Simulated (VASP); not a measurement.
Wanted: the native input for a VASP 6.6.1 run.

| Quantity | Value |
| --- | --- |
| Task | single point |
| Functional | PBE |
| Potentials or basis | VASP PAW PBE potentials, release 64 (Li_sv, H) |
| Cutoff | 520 eV |
| k mesh | 6 × 6 × 6 |
| Occupations | gaussian, width 0.01 eV |
| Spin | no spin polarisation |
| Dipole correction | no |
| Further INCAR settings | ALGO = Normal; EDIFF = 1e-06; NBANDS = 9 |

The structure of LiH lies in POSCAR:

```
LiH
1.0
    0.0000000000      2.1451220101      2.1451220101
    2.1451220101      0.0000000000      2.1451220101
    2.1451220101      2.1451220101      0.0000000000
Li H
1 1
Direct
    0.0000000000      0.0000000000      0.0000000000
    0.2500000000      0.2500000000      0.2500000000
```

One way to write it, as run:

INCAR

```
PREC = Accurate ; ENCUT = 520
EDIFF = 1E-6 ; ISMEAR = 0
SIGMA = 0.01 ; LREAL = False
LASPH = True ; NELM = 80
ALGO = Normal ; ISIF = 2
LWAVE = False ; LCHARG = False
GGA = PE ; NBANDS = 9
```

KPOINTS

```
Automatic mesh
0
Gamma
  6 6 6
```

Potentials or basis: VASP PAW PBE potentials, release 64 (Li_sv, H).

The run is started by

```console
$ cat potpaw_PBE.64/Li_sv/POTCAR potpaw_PBE.64/H/POTCAR > POTCAR
$ mpirun -np 1 vasp_std > vasp.out
```

It gave:

| Quantity | Value |
| --- | --- |
| Band gap on the k mesh | 4.30 eV, indirect (least direct gap 5.27 eV) |

Caveat: the k points lie up to 0.42 Å⁻¹ apart.

Wall time 2.7 s on 1 thread of Intel(R) Xeon(R) Platinum 8259CL CPU @ 2.50GHz (Skylake/Cascade Lake) (shared host), peak memory 0.13 GiB.
